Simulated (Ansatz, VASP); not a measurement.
## One calculation of Nb, two programs

```
CELL_PARAMETERS angstrom
-1.66395 1.66395 1.66395
1.66395 -1.66395 1.66395
1.66395 1.66395 -1.66395
ATOMIC_POSITIONS crystal
Nb 0.00000 0.00000 0.00000
```

Alike in both runs: task relaxation of cell and atoms; functional PBE; k mesh 11 × 11 × 11; occupations fermi-dirac, width 0.05 eV; no spin polarisation.

```csv
,VASP,Ansatz
version,VASP 6.6.1,Ansatz 0.2.0
potentials or method,"VASP PAW PBE potentials, release 64 (Nb_sv)",Ansatz PAW
plane-wave cutoff (eV),500,420
valence electrons in the cell,13,13
```

|  | VASP | Ansatz | Ansatz less VASP |
| --- | --- | --- | --- |
| gap on the k mesh at the Fermi level, each at its own relaxed structure (eV) | none | none | - |
| relaxed volume (Å³/atom) | 18.17 | 18.21 | +0.036 |
| relaxed cell length with the largest relative difference (Å) | 2.869 | 2.871 | +0.0019 |

A gap of «none» marks a metal or a gap that the smearing closes.

Noted on Ansatz's run: the plane-wave basis is chosen anew once the cell has moved, so the energies of steps on either side of that aren't comparable.
